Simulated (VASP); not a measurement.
HgTe, 2 atoms in the cell. It takes space group Fm-3m (No. 225, cubic). The conventional cell has a = 5.843 Å, b = 5.843 Å, c = 5.843 Å, α = 90.00°, β = 90.00°, γ = 90.00°. Within 3.8 Å of Hg (site symmetry m-3m) lie 6 Te at 2.92 Å. Te (site symmetry m-3m) has 6 Hg at 2.92 Å within 3.8 Å. 

- Program: VASP 6.6.1
- Task: single point
- Functional: PBEsol
- Potentials or basis: VASP PAW PBE potentials, release 64 (Hg, Te)
- Cutoff: 520 eV
- k mesh: 18 × 18 × 18
- Occupations: fermi-dirac, width 0.005 eV
- Spin: no spin polarisation
- Dipole correction: no
- Further INCAR settings: ALGO = Normal; EDIFF = 1e-06; NBANDS = 16

Potentials or basis: VASP PAW PBE potentials, release 64 (Hg, Te).

The run is started by

```console
$ cat potpaw_PBE.64/Hg/POTCAR potpaw_PBE.64/Te/POTCAR > POTCAR
$ mpirun -np 1 vasp_std > vasp.out
```

Hardware: 1 thread of Intel(R) Xeon(R) 6975P-C (Granite Rapids) (shared host).

Problem. Estimate the wall time of this run.

Solution. Run time: 43 s on 1 thread of Intel(R) Xeon(R) 6975P-C (Granite Rapids) (shared host), peak memory 0.3 GiB. Counts: scf iterations 12, k points 195.
